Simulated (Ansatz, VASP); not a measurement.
## Two plane-wave programs on Nb4H

```xyz
5
Lattice="2.9270 0.0000 0.0000 0.0000 4.1394 0.0000 0.0000 0.0000 21.2577" Properties=species:S:1:pos:R:3 pbc="T T T"
Nb    1.4635    2.0697    4.0000
Nb    0.0000    0.0000    5.4635
Nb    1.4635    2.0697    7.0286
Nb    0.0000    0.0000    8.2577
H     0.0000    0.0000   11.2677
```

Alike in both runs: task single point; functional LDA; k mesh 9 × 7 × 1; occupations gaussian, width 0.1 eV; no spin polarisation.

|  | VASP | Ansatz |
| --- | --- | --- |
| version | VASP 6.6.1 | Ansatz 0.2.0 |
| potentials or method | VASP PAW LDA potentials, release 64 (Nb_sv, H), cutoff 520 eV | scalar-relativistic, plane waves, PAW |
| valence electrons in the cell | 53 | 53 |

```tsv
	VASP	Ansatz	Ansatz less VASP
gap on the k mesh at the Fermi level (eV)	none	none	-
rms of the force components (eV/Å)	0.706	0.706	-0.0006
```

LDA's correlation is that of Perdew and Zunger in VASP and of Perdew and Wang (1992) in Ansatz. Atom by atom the forces differ by 0.001 eV/Å (rms over components). A gap of «none» marks a metal or a gap that the smearing closes.
